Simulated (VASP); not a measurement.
BAs:

```
CELL_PARAMETERS angstrom
0.00000 2.29296 2.29296
2.29296 0.00000 2.29296
2.29296 2.29296 0.00000
ATOMIC_POSITIONS crystal
B 0.00000 0.00000 0.00000
As 0.75000 0.75000 0.75000
```

This cell differs from its parent crystal: strain -0.040 along x and y, -0.040 along z.

Base run:

* Program: VASP 6.6.1
* Functional: LDA
* Potentials or basis: VASP PAW LDA potentials, release 64 (B, As_d)
* Cutoff: 600 eV
* k mesh: 10 × 10 × 10
* Occupations: gaussian, width 0.05 eV
* Spin: no spin polarisation

Its results: band gap on the k mesh 1.01 eV, indirect (least direct gap 3.42 eV); pressure 17.1 GPa.

**Question.** The run is repeated on the same cell with these changes: potentials or basis from VASP PAW LDA potentials, release 64 (B, As_d) to VASP PAW LDA potentials, release 64 (B, As); cutoff from 600 eV to 520 eV; further incar settings from ALGO = Normal; EDIFF = 1e-06; NBANDS = 16 to ALGO = Normal; EDIFF = 1e-07; NBANDS = 11; valence electrons from 18 to 8. What comes out?

**Answer.** Band gap on the k mesh 1.01 eV, indirect (least direct gap 3.42 eV); pressure 18.2 GPa.

A k mesh can miss the band edges.
